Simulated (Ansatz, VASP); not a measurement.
Two plane-wave programs on Os

File POSCAR:

```
Os
1.0
    2.7340999755      0.0000000000      0.0000000000
   -1.3670499878      2.3678000353      0.0000000000
    0.0000000000      0.0000000000      4.8056662500
Os
2
Direct
    0.3333333333      0.6666666667      0.2500000000
    0.6666666667      0.3333333333      0.7500000000
```

Contents of INCAR.step1:

```
SYSTEM = Os
PREC = Accurate
ENCUT = 520
ISMEAR = 0
SIGMA = 0.15
LREAL = .FALSE.
LASPH = .TRUE.
NELM = 80
NBANDS = 15
GGA = PE
ALGO = Normal
EDIFF = 1E-4
LWAVE = .TRUE.
LCHARG = .FALSE.
```

Contents of INCAR.step2:

```
SYSTEM = Os
PREC = Accurate
ENCUT = 520
EDIFF = 1E-7
ISMEAR = 0
SIGMA = 0.15
LREAL = .FALSE.
LASPH = .TRUE.
NELM = 80
ALGO = Normal
ISIF = 2
LWAVE = .FALSE.
LCHARG = .FALSE.
METAGGA = R2SCAN
LMIXTAU = .TRUE.
NBANDS = 15
ISTART = 1
```

Contents of KPOINTS:

```
regular mesh
0
G
  21 21 12
  0 0 0
```

Input for Ansatz:

```yaml
crystal:
  lattice:
    - [2.7340999755, 0.0, 0.0]
    - [-1.3670499878, 2.3678000353, 0.0]
    - [0.0, 0.0, 4.80566625]
  atoms:
    - { symbol: Os, position: [0.3333333333, 0.6666666667, 0.25] }
    - { symbol: Os, position: [0.6666666667, 0.3333333333, 0.75] }
basis:
  ecutwfc: 500
kpoints:
  mp_grid: { grid: [21, 21, 12] }
hamiltonian:
  xc: r2scan
scf:
  occupations: { method: gaussian, width: 0.15 }
output:
  forces: true
  stress: true
  eigenvalues: true
```

Change from the starting cell: strain +0.1125 x Voigt [0, 0, 1, 0, 0, 0], atoms carried along.

Alike in both runs: task single point; functional r2SCAN; k mesh 21 × 21 × 12; occupations gaussian, width 0.15 eV; no spin polarisation.

|  | VASP | Ansatz |
| --- | --- | --- |
| version | VASP 6.6.1 | Ansatz 0.2.0 |
| potentials or method | VASP PAW PBE potentials, release 64 (Os), cutoff 520 eV | scalar-relativistic, plane waves, PAW |
| valence electrons in the cell | 16 | 32 |

```csv
,VASP,Ansatz,Ansatz less VASP
gap on the k mesh at the Fermi level (eV),none,none,-
pressure (GPa),-31.1,-31.3,-0.20
"traceless stress, the component that is largest in VASP (GPa)",-31.01,-31.36,-0.353
```

VASP's potentials were made for PBE, not for r2SCAN. A gap of «none» marks a metal or a gap that the smearing closes. Both programs put the cell under strong tension, so it lies far from rest at this level. VASP's potentials hold 16 valence electrons a cell and Ansatz's 32, so a difference there can come from the potentials and not from the codes.

Neither program's run includes spin-orbit coupling. Noted on VASP's run: the cell as given lies far from equilibrium.
